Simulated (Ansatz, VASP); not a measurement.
## One calculation of Au, two programs

Contents of INCAR:

```
SYSTEM = Au
PREC = Accurate ; ENCUT = 520
EDIFF = 1E-7 ; ISMEAR = -1
SIGMA = 0.05 ; LREAL = .FALSE.
LASPH = .TRUE. ; NELM = 60
ALGO = Normal ; ISIF = 2
LWAVE = .FALSE. ; LCHARG = .FALSE.
LDIPOL = .TRUE. ; IDIPOL = 3
DIPOL = 0.5 0.5 0.500 ; GGA = PE
NBANDS = 36
```

Contents of KPOINTS:

```
regular mesh
0
G
  13 13 1
  0 0 0
```

File POSCAR:

```
Au
1.0
    2.9400990585      0.0000000000      0.0000000000
   -1.4700495293      2.5462004743      0.0000000000
    0.0000000000      0.0000000000     25.6023000000
Au
5
Direct
    0.8333333330      0.1666666670      0.3124714712
    0.1666666670      0.8333333330      0.4062357353
    0.5000000000      0.5000000000      0.5000000000
    0.8333333330      0.1666666670      0.5937642647
    0.1666666670      0.8333333330      0.6875285288
```

Input for Ansatz:

```yaml
crystal:
  lattice:
    - [2.9400990585, 0.0, 0.0]
    - [-1.4700495293, 2.5462004743, 0.0]
    - [0.0, 0.0, 25.6023]
  atoms:
    - { symbol: Au, position: [0.833333333, 0.166666667, 0.3124714712] }
    - { symbol: Au, position: [0.166666667, 0.833333333, 0.4062357353] }
    - { symbol: Au, position: [0.5, 0.5, 0.5] }
    - { symbol: Au, position: [0.833333333, 0.166666667, 0.5937642647] }
    - { symbol: Au, position: [0.166666667, 0.833333333, 0.6875285288] }
kpoints:
  mp_grid: { grid: [13, 13, 1] }
scf:
  occupations: { method: fermi_dirac, width: 0.05 }
hamiltonian:
  xc: pbe
  pseudopotentials: { kind: paw }
output:
  forces: true
  stress: true
  eigenvalues: true
  populations: true
efield:
  axis: 3
  amplitude: 0
  dipole_correction: true
```

Alike in both runs: task single point; functional PBE; k mesh 13 × 13 × 1; occupations fermi-dirac, width 0.05 eV; no spin polarisation.

|  | VASP | Ansatz |
| --- | --- | --- |
| version | VASP 6.6.1 | Ansatz 0.2.0 |
| potentials or method | VASP PAW PBE potentials, release 64 (Au) | PAW with Ansatz's default frozen-core files, scalar-relativistic |
| plane-wave cutoff (eV) | 520 | 420 |
| valence electrons in the cell | 55 | 95 |

```csv
,VASP,Ansatz,Ansatz less VASP
rms of the force components (eV/Å),0.045,0.046,+0.0017
```

Atom by atom the forces differ by 0.003 eV/Å (rms over components). VASP's potentials hold 55 valence electrons a cell and Ansatz's 95, so a difference there can come from the potentials and not from the codes.

Spin-orbit coupling is off throughout.
